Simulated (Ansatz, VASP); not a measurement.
Two plane-wave programs on Al

Contents of INCAR:

```
SYSTEM = Al
PREC     = Accurate       ! precision mode
ENCUT    = 520            ! plane-wave cutoff, eV
EDIFF    = 1E-6           ! SCF threshold, eV
ISMEAR   = -1             ! smearing method
SIGMA    = 0.15           ! smearing width, eV
LREAL    = .False.        ! projectors in reciprocal space
LASPH    = .True.         ! aspherical terms in the spheres
NELM     = 80             ! most SCF steps
ALGO     = Normal         ! electronic algorithm
ISIF     = 2              ! what is computed and relaxed
LWAVE    = .False.        ! write WAVECAR
LCHARG   = .True.         ! write CHGCAR
GGA      = PE             ! functional
LELF     = .True.         ! ELF
LVHAR    = .True.       
NBANDS   = 8              ! bands
```

KPOINTS

```
Automatic mesh
0
Gamma
  14 14 14
  0 0 0
```

The input POSCAR:

```
Al
1.0
    0.0000000000      2.0901659392      2.0901659392
    2.0901659392      0.0000000000      2.0901659392
    2.0901659392      2.0901659392      0.0000000000
Al
1
Direct
    0.0000000000      0.0000000000      0.0000000000
```

Input for Ansatz:

```yaml
crystal:
  lattice:
    - [0.0, 2.0901659391766296, 2.0901659391766296]
    - [2.0901659391766296, 0.0, 2.0901659391766296]
    - [2.0901659391766296, 2.0901659391766296, 0.0]
  atoms:
    - { symbol: Al, position: [0.0, 0.0, 0.0] }
basis:
  ecutwfc: 489.804952427784
kpoints:
  mp_grid:
    grid: [14, 14, 14]
hamiltonian:
  xc: pbe
  pseudopotentials:
    kind: paw
scf:
  occupations:
    method: fermi_dirac
    width: 0.15
output:
  stress: true
```

Alike in both runs: task single point; functional PBE; k mesh 14 × 14 × 14; occupations fermi-dirac, width 0.15 eV; no spin polarisation.

|  | VASP | Ansatz |
| --- | --- | --- |
| version | VASP 6.6.1 | Ansatz 0.2.0 |
| potentials or method | VASP PAW PBE potentials, release 64 (Al), cutoff 520 eV | plane waves, PAW |
| valence electrons in the cell | 3 | 3 |

```tsv
	VASP	Ansatz	Ansatz less VASP
pressure (GPa)	-6.1	-6.1	+0.02
```
